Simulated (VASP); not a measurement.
**Lu: single point with PBE**

The system is Lu.

```
Lu
1.0
     3.61758    0.00000    0.00000
    -1.80879    3.13291    0.00000
     0.00000    0.00000    5.64603
Lu
2
Direct
  0.33333 0.66667 0.25000
  0.66667 0.33333 0.75000
```

```json
{
 "Program": "VASP 6.6.1",
 "Task": "single point",
 "Functional": "PBE",
 "Potentials or basis": "VASP PAW PBE potentials, release 64 (Lu)",
 "Cutoff": "520 eV",
 "k mesh": "15 × 15 × 8",
 "Occupations": "gaussian, width 0.1 eV",
 "Spin": "no spin polarisation",
 "Dipole correction": "no",
 "Further INCAR settings": "ALGO = Fast; EDIFF = 1e-07; NBANDS = 32"
}
```

```yaml
Pressure: -4.9 GPa
Band_gap_on_the_k_mesh: zero (bands 25 and 26 overlap by 1.70 eV)
```

Levels at points of the mesh, in eV from the Fermi level:
```csv
k point,band 23,band 24,band 25,band 26,band 27,band 28
"(0.00, 0.00, 0.00)",-5.06,-2.23,0.43,2.10,2.10,2.49
"(0.00, 0.00, 0.50)",-4.23,-4.23,1.19,1.19,2.01,2.01
```

It took 13 min on 1 thread of Oxide Virtual Turin-like Processor (shared host), peak memory 0.32 GiB.

Caveat: the cell stands under tension; spin-orbit coupling is left out, which moves the levels of the heavy elements.
